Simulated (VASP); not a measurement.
# LiTiH6O2F6 (C2) in VASP: electric field gradients with PBE

Aim: the electric field gradients of LiTiH6O2F6 with PBE.

Everything below comes from runs of VASP 6.6.1. Logs are shortened: lines on timing, memory, paths and dates and some standing lists are left out, and cuts for length are marked.

### Step 1. The cell of the first run

The structure is monoclinic, space group C2 (No. 5). The conventional cell has a = 10.135 Å, b = 6.038 Å, c = 5.647 Å, α = 90.00°, β = 90.67°, γ = 90.00°. Within 3.1 Å of Li (site symmetry 2) lie 6 F at 2.04 to 2.28 Å and 6 H at 2.77 to 3.01 Å and 2 Ti at 2.83 Å. Ti (site symmetry 2) has 6 F at 1.97 to 2.02 Å within 2.6 Å. H (site symmetry 1) has 1 O at 1.03 Å within 1.4 Å. H (site symmetry 1) has 1 O at 1.03 Å within 1.4 Å. Within 1.4 Å of H (site symmetry 1) lie 1 O at 1.02 Å. Within 1.4 Å of O (site symmetry 1) lie 3 H at 1.02 to 1.03 Å. F (site symmetry 1) has 1 H at 1.47 Å and 1 Ti at 1.97 Å within 2.0 Å. F (site symmetry 1) has 1 H at 1.46 Å within 1.9 Å.

### Step 2. Electric field gradients, PBE, collinear spin

INCAR reads:

```
SYSTEM = LiTiH6O2F6
ALGO = Normal
EDIFF = 1E-8
ENCUT = 520
GGA = PE
ISIF = 2
ISMEAR = -1
ISPIN = 2
KPAR = 4
LASPH = .TRUE.
LCHARG = .FALSE.
LEFG = .TRUE.
LMAXMIX = 4
LORBIT = 11
LREAL = Auto
LWAVE = .FALSE.
MAGMOM = 0 1 0 0 0 0 0 0 0 0 0 0 0 0 0 0
NBANDS = 56
NELM = 150
PREC = Accurate
SIGMA = 0.02
```

KPOINTS reads:

```
k-points
0
G
  5 5 4
  0 0 0
```

POSCAR reads:

```
LiTiH6O2F6
1.0
    5.0675734686     -3.0189020000      0.0000000000
    5.0675734686      3.0189020000      0.0000000000
   -0.0660868204      0.0000000000      5.6468274604
Li Ti H O F
1 1 6 2 6
Direct
    0.9613720000      0.0386280000      0.5000000000
    0.9890480000      0.0109520000      0.0000000000
    0.1592270000      0.3334910000      0.2734720000
    0.4920740000      0.1948500000      0.2746690000
    0.4745380000      0.6946660000      0.7295410000
    0.3053340000      0.5254620000      0.2704590000
    0.6665090000      0.8407730000      0.7265280000
    0.8051500000      0.5079260000      0.7253310000
    0.3193410000      0.3520090000      0.3180200000
    0.6479910000      0.6806590000      0.6819800000
    0.2598640000      0.7883400000      0.2254280000
    0.9392490000      0.2880730000      0.2347010000
    0.0184420000      0.2474380000      0.7615140000
    0.7525620000      0.9815580000      0.2384860000
    0.2116600000      0.7401360000      0.7745720000
    0.7119270000      0.0607510000      0.7652990000
```

Potentials or basis: VASP PAW PBE potentials, release 64 (Li_sv, Ti_sv, H, O, F).

Started as:

```
cat potpaw_PBE.64/Li_sv/POTCAR potpaw_PBE.64/Ti_sv/POTCAR potpaw_PBE.64/H/POTCAR potpaw_PBE.64/O/POTCAR potpaw_PBE.64/F/POTCAR > POTCAR
mpirun -np 4 vasp_std > vasp.out
```

OUTCAR:

```text
SYSTEM = LiTiH6O2F6
   EDIFF = 1E-8
   ENCUT = 520
   GGA = PE
   ISIF = 2
   ISMEAR = -1
   ISPIN = 2
   LASPH = .TRUE.
   LORBIT = 11
   LREAL = Auto
   NELM = 150
   PREC = Accurate

 ion  position               nearest neighbor table
   1  0.961  0.039  0.500-  13 2.04  14 2.04  12 2.07  16 2.07
   2  0.989  0.011  0.000-  11 1.97  15 1.97  12 2.01  16 2.01  13 2.02  14 2.02
   3  0.159  0.333  0.273-   9 1.03
   4  0.492  0.195  0.275-   9 1.03
   5  0.475  0.695  0.730-  10 1.02
   6  0.305  0.525  0.270-   9 1.02
   7  0.667  0.841  0.727-  10 1.03
   8  0.805  0.508  0.725-  10 1.03
   9  0.319  0.352  0.318-   6 1.02   4 1.03   3 1.03
  10  0.648  0.681  0.682-   5 1.02   8 1.03   7 1.03
  11  0.260  0.788  0.225-   2 1.97
  12  0.939  0.288  0.235-   2 2.01   1 2.07
  13  0.018  0.247  0.762-   2 2.02   1 2.04
  14  0.753  0.982  0.238-   2 2.02   1 2.04
  15  0.212  0.740  0.775-   2 1.97
  16  0.712  0.061  0.765-   2 2.01   1 2.07

  LATTYP: Found a base centered monoclinic cell.
 ALAT       =    10.1351469372
 B/A-ratio  =     0.5957293010
 C/A-ratio  =     0.5571911489
 COS(beta)  =    -0.0117025525

  Lattice vectors:

 A1 = (   5.0675734686,  -3.0189020000,   0.0000000000)
 A2 = (   5.0675734686,   3.0189020000,   0.0000000000)
 A3 = (  -0.0660868204,   0.0000000000,   5.6468274604)

Analysis of symmetry for initial positions (statically):
=====================================================================
 Subroutine PRICEL returns:
 Original cell was already a primitive cell.

 Routine SETGRP: Setting up the symmetry group for a
 base centered monoclinic supercell.

 Subroutine GETGRP returns: Found  2 space group operations
 (whereof  2 operations were pure point group operations)
 out of a pool of  4 trial point group operations.

The static configuration has the point symmetry C_2 .

Analysis of symmetry for dynamics (positions and initial velocities):
=====================================================================
 Subroutine PRICEL returns:
 Original cell was already a primitive cell.

 Routine SETGRP: Setting up the symmetry group for a
 base centered monoclinic supercell.

 Subroutine GETGRP returns: Found  2 space group operations
 (whereof  2 operations were pure point group operations)
 out of a pool of  4 trial point group operations.

The dynamic configuration has the point symmetry C_2 .

Analysis of structural, dynamic, and magnetic symmetry:
=====================================================================
 Subroutine PRICEL returns:
 Original cell was already a primitive cell.

 Routine SETGRP: Setting up the symmetry group for a
 base centered monoclinic supercell.

 Subroutine GETGRP returns: Found  2 space group operations
 (whereof  2 operations were pure point group operations)
 out of a pool of  4 trial point group operations.

The overall configuration has the point symmetry C_2 .

 Subroutine INISYM returns: Found  2 space group operations
 (whereof  2 operations are pure point group operations),
 and found     1 'primitive' translations

----------------------------------------------------------------------------------------

                                     Primitive cell

  volume of cell :     172.7761

  direct lattice vectors                    reciprocal lattice vectors
     5.067573469 -3.018902000  0.000000000     0.098666552 -0.165623131  0.001154730
     5.067573469  3.018902000  0.000000000     0.098666552  0.165623131  0.001154730
    -0.066086820  0.000000000  5.646827460     0.000000000  0.000000000  0.177090589

  length of vectors
     5.898649858  5.898649858  5.647214166     0.192788597  0.192788597  0.177090589

  position of ions in fractional coordinates (direct lattice)
     0.961372000  0.038628000  0.500000000
     0.989048000  0.010952000  0.000000000
     0.159227000  0.333491000  0.273472000
     0.492074000  0.194850000  0.274669000
     0.474538000  0.694666000  0.729541000
     0.305334000  0.525462000  0.270459000
[... 8 lines left out ...]
     0.211660000  0.740136000  0.774572000
     0.711927000  0.060751000  0.765299000

  ion indices of the primitive-cell ions
   primitive index   ion index
                 1           1
                 2           2
                 3           3
                 4           4
                 5           5
[... 98 lines left out ...]
   ISMEAR =    -1;   SIGMA  =   0.02  broadening in eV -4-tet -1-fermi 0-gaus
   EFERMI_NEDOS =   21; number of points for ismear=-14 and -15
   IALGO  =     38    algorithm
   IMIX   =      4    mixing-type and parameters
     AMIX     =   0.40;   BMIX     =  1.00
     AMIX_MAG =   1.60;   BMIX_MAG =  1.00
  volume/ion in A,a.u.               =      10.80        72.87
  Fermi-wavevector in a.u.,A,eV,Ry     =   1.239560  2.342428 20.905458  1.536508
  Thomas-Fermi vector in A             =   2.374038
   LORBIT       =     11    0 simple, 1 ext, 2 COOP (PROOUT), +10 PAW based schemes
   GGA     = PE    functional components
   LHFCALC =     F    Hartree Fock is set to
   AEXX    =    0.0000 exact exchange contribution
   IVDW    =     0    specifies the selected vdW correction
   LEPSILON=     F    determine dielectric tensor
   LRPA    =     F    only Hartree local field effects (RPA)
 spin polarized calculation
  energy-cutoff  :      520.00
  volume of cell :      172.78
 maximum number of plane-waves:      4668
 NGX is ok and might be reduce to    48
   NGX = 21   NGY = 21   NGZ = 21

 number of electron      74.9999984 magnetization       0.9999973

 Free energy of the ion-electron system (eV)
  ---------------------------------------------------
  ext. energy  EPLUGINS =         0.00000000
  ---------------------------------------------------
  free energy    TOTEN  =       -82.19249225 eV

  energy without entropy =      -82.19238358  energy(sigma->0) =      -82.19243791

 E-fermi :   1.8720     XC(G=0):  -7.9728

 val. band max:        1.7531803514   @ k =   0.0000   0.0000   0.5000
 cond. band min:       2.0094479556   @ k =  -0.4000   0.2000   0.0000
 fundamental gap:      0.2562676042
 Fermi energy:         1.8719867528

 spin component 1

 k-point     1 :       0.0000    0.0000    0.0000
  band No.  band energies     occupation
      1     -57.3472      1.00000
      2     -44.9003      1.00000
      3     -33.9474      1.00000
      4     -33.5518      1.00000
      5     -33.5390      1.00000
      6     -23.6933      1.00000
[... 1237 lines left out ...]
     48       9.0454      0.00000
     49       9.5110      0.00000

 [... further k-points ...]

 spin component 2

 k-point     1 :       0.0000    0.0000    0.0000
  band No.  band energies     occupation
      1     -56.5013      1.00000
      2     -44.8998      1.00000
      3     -33.6748      1.00000
      4     -32.4424      1.00000
      5     -32.4193      1.00000
      6     -23.6831      1.00000
[... 1237 lines left out ...]
     48       9.1471      0.00000
     49       9.5793      0.00000

 [... further k-points ...]

 [bands above 49 left out]

------------------------ aborting loop because EDIFF is reached ----------------------------------------

  FORCE on cell =-STRESS in cart. coord.  units (eV):
  Direction    XX          YY          ZZ          XY          YZ          ZX
  --------------------------------------------------------------------------------------
  -------------------------------------------------------------------------------------
  Total        0.3569534      0.1640856     -0.1877762      0.0000000      0.0000000     -0.0427317
  in kB        3.3100801      1.5215890     -1.7412759      0.0000000      0.0000000     -0.3962576
  external PRESSURE =       1.0301311 kB  Pullay stress =       0.0000000 kB

 VOLUME and BASIS-vectors are now :
 -----------------------------------------------------------------------------
  energy-cutoff  :      520.00
  volume of cell :      172.78
      direct lattice vectors                 reciprocal lattice vectors
     5.067573469 -3.018902000  0.000000000     0.098666552 -0.165623131  0.001154730
     5.067573469  3.018902000  0.000000000     0.098666552  0.165623131  0.001154730
    -0.066086820  0.000000000  5.646827460     0.000000000  0.000000000  0.177090589

 POSITION                                       TOTAL-FORCE (eV/Angst)
 -----------------------------------------------------------------------------------
      5.03453     -2.78567      2.82341        -0.000000      0.027502      0.000000
      5.06757     -2.95278      0.00000        -0.000000     -0.000682      0.000000
      2.47881      0.52609      1.54425         0.026315     -0.023779      0.014993
      3.46289     -0.89729      1.55101         0.004646      0.041692      0.011952
      5.87681      0.66454      4.11959         0.012718     -0.004436     -0.010159
      4.19225      0.66454      1.52724        -0.012718     -0.004436      0.010159
[... 8 lines left out ...]
      4.77211      1.59542      4.37387         0.030324      0.041663     -0.003505
      3.86503     -1.96584      4.32151         0.004751     -0.048593     -0.023288
 -----------------------------------------------------------------------------------
    total drift:                               -0.000000      0.007747      0.000000

  FREE ENERGIE OF THE ION-ELECTRON SYSTEM (eV)
  ---------------------------------------------------
  free  energy   TOTEN  =       -82.1924922467 eV

  energy  without entropy=      -82.1923835781  energy(sigma->0) =      -82.19243791

 Electric field gradients (V/A^2)
---------------------------------------------------------------------
 ion       V_xx      V_yy      V_zz      V_xy      V_xz      V_yz
---------------------------------------------------------------------
   1      -0.384     0.428    -0.044     0.000    -0.165    -0.000
   2       2.114    91.027   -93.141    -0.000    -4.327     0.000
   3      13.565    -3.250   -10.315   -10.225     7.030    -3.362
   4      -8.091    18.534   -10.444    -1.992    -0.671     7.693
   5      10.272     0.227   -10.499   -12.948    -7.186     5.027
   6      10.272     0.227   -10.499    12.948    -7.186    -5.027
[... 8 lines left out ...]
  15      -4.961    11.525    -6.564   -25.767    -2.478    42.275
  16      22.441   -14.167    -8.273     1.395    39.344   -13.747
---------------------------------------------------------------------

 Electric field gradients after diagonalization (V/A^2)
 (convention: |V_zz| > |V_xx| > |V_yy|)
----------------------------------------------------------------------
 ion       V_xx      V_yy      V_zz     asymmetry (V_yy - V_xx)/ V_zz
----------------------------------------------------------------------
   1       0.428     0.023    -0.450       0.898
   2      91.027     2.310   -93.337       0.950
   3     -12.294    -8.079    20.374       0.207
   4     -12.366    -8.237    20.603       0.200
   5     -12.901    -8.637    21.538       0.198
   6     -12.901    -8.637    21.538       0.198
[... 8 lines left out ...]
  15     -46.361    -7.570    53.931       0.719
  16     -40.788    -9.229    50.017       0.631
----------------------------------------------------------------------

           NMR quadrupolar parameters

 Cq : quadrupolar parameter    Cq=e*Q*V_zz/h
 eta: asymmetry parameters     (V_yy - V_xx)/ V_zz
 Q  : nuclear electric quadrupole moment in mb (millibarn)
----------------------------------------------------------------------
 ion       Cq(MHz)       eta       Q (mb)
----------------------------------------------------------------------
   1      -0.001       0.898       1.000
   2      -0.226       0.950       1.000
   3       0.049       0.207       1.000
   4       0.050       0.200       1.000
   5       0.052       0.198       1.000
   6       0.052       0.198       1.000
[... 8 lines left out ...]
  15       0.130       0.719       1.000
  16       0.121       0.631       1.000
----------------------------------------------------------------------

 total charge

# of ion       s       p       d       tot
------------------------------------------
    1        2.008   0.035   0.000   2.043
    2        2.159   6.169   1.804  10.133
    3        0.525   0.116   0.000   0.641
    4        0.525   0.116   0.000   0.641
    5        0.530   0.118   0.000   0.647
    6        0.530   0.118   0.000   0.647
[... 8 lines left out ...]
   15        1.738   4.366   0.000   6.104
   16        1.737   4.371   0.000   6.108
--------------------------------------------------
tot         20.836  40.588   1.804  63.229

 magnetization (x)

# of ion       s       p       d       tot
------------------------------------------
    1        0.000   0.000   0.000   0.000
    2        0.010   0.006   0.853   0.869
    3        0.000  -0.000   0.000   0.000
    4        0.000  -0.000   0.000   0.000
    5        0.000  -0.000   0.000  -0.000
    6        0.000  -0.000   0.000  -0.000
[... 8 lines left out ...]
   15       -0.000  -0.001   0.000  -0.001
   16        0.000   0.003   0.000   0.003
--------------------------------------------------
tot          0.011   0.020   0.853   0.884
```

Wall time 14 min (4 MPI ranks of AMD EPYC 7R43 (Zen 3), shared host); peak memory 0.63 GiB.

What came out:

```
Free energy                                           : -82.1925 eV
Largest force                                         : 0.059 eV/Å
Band gap on the k mesh                                : 0.26 eV (least direct gap 0.32 eV)
Net moment                                            : 1.00 μB per cell
Site moments                                          : Li +0.00; Ti +0.87; H +0.00, -0.00 (each value once); O -0.00; F -0.00, +0.00, +0.01 (each value once) μB
Largest electric field gradient by atom               : Li -0.5; Ti -93.3; H +20.4, +20.6, +21.5 (each value once); O -142.2; F +53.9, +50.0, +58.9 (each value once) V/Å²
Valence electrons inside the program's atomic spheres : Li 2.04; Ti 10.13; H 0.64, 0.65 (each value once); O 5.28; F 6.10, 6.11 (each value once)
```

Forces on the atoms (eV/Å):
```
Li   0.000  0.028  0.000
Ti   0.000 -0.001  0.000
H    0.026 -0.024  0.015
H    0.005  0.042  0.012
H    0.013 -0.004 -0.010
H   -0.013 -0.004  0.010
H   -0.026 -0.024 -0.015
H   -0.005  0.042 -0.012
O   -0.031 -0.039 -0.002
O    0.031 -0.039  0.002
F   -0.030  0.042  0.004
F   -0.005 -0.049  0.023
F   -0.054  0.019 -0.015
F    0.054  0.019  0.015
F    0.030  0.042 -0.004
F    0.005 -0.049 -0.023
```

Electric field gradients, principal values (V/Å²):
| atom | least | middle | greatest (by size) |
| --- | --- | --- | --- |
| 1 Li | 0.023 | 0.428 | -0.450 |
| 2 Ti | 2.310 | 91.027 | -93.337 |
| 3 H | -8.079 | -12.294 | 20.374 |
| 4 H | -8.237 | -12.366 | 20.603 |
| 5 H | -8.637 | -12.901 | 21.538 |
| 6 H | -8.637 | -12.901 | 21.538 |
| 7 H | -8.079 | -12.294 | 20.374 |
| 8 H | -8.237 | -12.366 | 20.603 |
| 9 O | 70.388 | 71.854 | -142.242 |
| 10 O | 70.388 | 71.854 | -142.242 |
| 11 F | -7.570 | -46.361 | 53.931 |
| 12 F | -9.229 | -40.788 | 50.017 |
| 13 F | -4.512 | -54.396 | 58.908 |
| 14 F | -4.512 | -54.396 | 58.908 |
| 15 F | -7.570 | -46.361 | 53.931 |
| 16 F | -9.229 | -40.788 | 50.017 |

Caveat: the cutoff is under 1.25 times the usual one of these potentials, so pressure, stress and relaxed cells hold a basis-set (Pulay) error; semilocal functionals underestimate gaps, and a narrow one can read as zero; without QUAD_EFG the Cq values of the log hold for a quadrupole moment of 1 mb, not for the nuclei.
